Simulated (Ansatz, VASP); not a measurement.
# One calculation of LiCl, two programs

The input POSCAR:

```
LiCl
1.0
    3.3352795417      0.0000000000      0.0000000000
    0.0000000000      3.3352795417      0.0000000000
    0.0000000000      0.0000000000      3.3352795417
Li Cl
1 1
Direct
    0.0000000000      0.0000000000      0.0000000000
    0.5000000000      0.5000000000      0.5000000000
```

The input INCAR.step1:

```
PREC = Accurate
ENCUT = 520
ISMEAR = 0
SIGMA = 0.01
LREAL = F
LASPH = T
NELM = 80
NBANDS = 12
GGA = PE
ALGO = Normal
EDIFF = 1E-4
LWAVE = T
LCHARG = F
```

Contents of INCAR.step2:

```
PREC = Accurate
ENCUT = 520
EDIFF = 1E-6
ISMEAR = 0
SIGMA = 0.01
LREAL = F
LASPH = T
NELM = 80
ALGO = Normal
ISIF = 2
LWAVE = F
LCHARG = T
METAGGA = R2SCAN
LMIXTAU = T
LELF = T
LVHAR = T
NBANDS = 12
ISTART = 1
```

Contents of KPOINTS:

```
Automatic mesh
0
Gamma
  6 6 6
```

Input for Ansatz:

```yaml
crystal:
  lattice:
    - [3.3352795417, 0.0, 0.0]
    - [0.0, 3.3352795417, 0.0]
    - [0.0, 0.0, 3.3352795417]
  atoms:
    - { symbol: Li, position: [0.0, 0.0, 0.0] }
    - { symbol: Cl, position: [0.5, 0.5, 0.5] }
kpoints:
  mp_grid: { grid: [6, 6, 6] }
hamiltonian:
  xc: r2scan
scf:
  occupations: { method: fixed }
  n_extra_bands: 4
output:
  forces: true
  stress: true
  eigenvalues: true
```

Alike in both runs: task single point; functional r2SCAN; k mesh 6 × 6 × 6; no spin polarisation.

```csv
,VASP,Ansatz
version,VASP 6.6.1,Ansatz 0.2.0
potentials or method,"VASP PAW PBE potentials, release 64 (Li_sv, Cl)","plane waves, PAW"
plane-wave cutoff (eV),520,500
occupations,"gaussian, width 0.01 eV",fixed
valence electrons in the cell,10,10
```

|  | VASP | Ansatz | Ansatz less VASP |
| --- | --- | --- | --- |
| gap on the k mesh at the Fermi level (eV) | 5.14 | 5.02 | -0.126 |

VASP's potentials were made for PBE, not for r2SCAN.

Noted on VASP's run: the cutoff is short for stress, so the pressure is rough.
